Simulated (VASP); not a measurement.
Set up this calculation in VASP 6.6.1, as the native input.

```
Task                   : relaxation of cell and atoms
Functional             : LDA
Potentials or basis    : VASP PAW LDA potentials, release 64 (Zn)
Cutoff                 : 600 eV
k mesh                 : 18 × 18 × 18
Occupations            : fermi-dirac, width 0.1 eV
Spin                   : no spin polarisation
Target pressure        : -1.7 GPa
Dipole correction      : no
Further INCAR settings : ALGO = Normal; EDIFF = 1e-07; IBRION = 2; EDIFFG = -0.005; NSW = 32; ISIF = 3
```

The structure of Zn lies in POSCAR:

```
Zn
1.0
   -1.5164078567      1.5164078567      1.5164078567
    1.5164078567     -1.5164078567      1.5164078567
    1.5164078567      1.5164078567     -1.5164078567
Zn
1
Direct
    0.0000000000      0.0000000000      0.0000000000
```

This isn't the form of Zn at room conditions, which is hcp.

These files were run (other wordings do the same):

INCAR

```
SYSTEM = Zn
PREC = Accurate ; ENCUT = 600
EDIFF = 1E-7 ; ISMEAR = -1
SIGMA = 0.1 ; LREAL = .False.
LASPH = .True. ; NELM = 80
ALGO = Normal ; ISIF = 3
LWAVE = .False. ; LCHARG = .False.
IBRION = 2 ; NSW = 32
EDIFFG = -0.005 ; PSTRESS = -17.0
```

KPOINTS

```
regular mesh
0
Gamma
  18 18 18
  0 0 0
```

Potentials or basis: VASP PAW LDA potentials, release 64 (Zn).

Launch:

```sh
$ cat potpaw_LDA.64/Zn/POTCAR > POTCAR
$ mpirun -np 1 vasp_std > vasp.out
```

Results of the run:

| Item | Value |
| --- | --- |
| Relaxed volume | 14.03 Å³/atom |
| Relaxed cell | a = 2.632 Å, b = 2.632 Å, c = 2.632 Å, α = 109.47°, β = 109.47°, γ = 109.47° |
| Space group after relaxing (to 0.1 Å) | Im-3m (No. 229) |
| Energy change on relaxing (the run minimises the enthalpy) | +0.8 meV/atom |
| Ionic steps | 2 |
| Pressure after relaxing | -1.7 GPa |
| Band gap on the k mesh | zero (bands 6 and 7 overlap by 5.16 eV) |

Caveat: the cell is relaxed towards a set pressure, so the run minimises the enthalpy, not the energy.

Wall time 37 s on 1 thread of AMD EPYC 7R13 Processor (Zen 3) (shared host), peak memory 0.13 GiB.
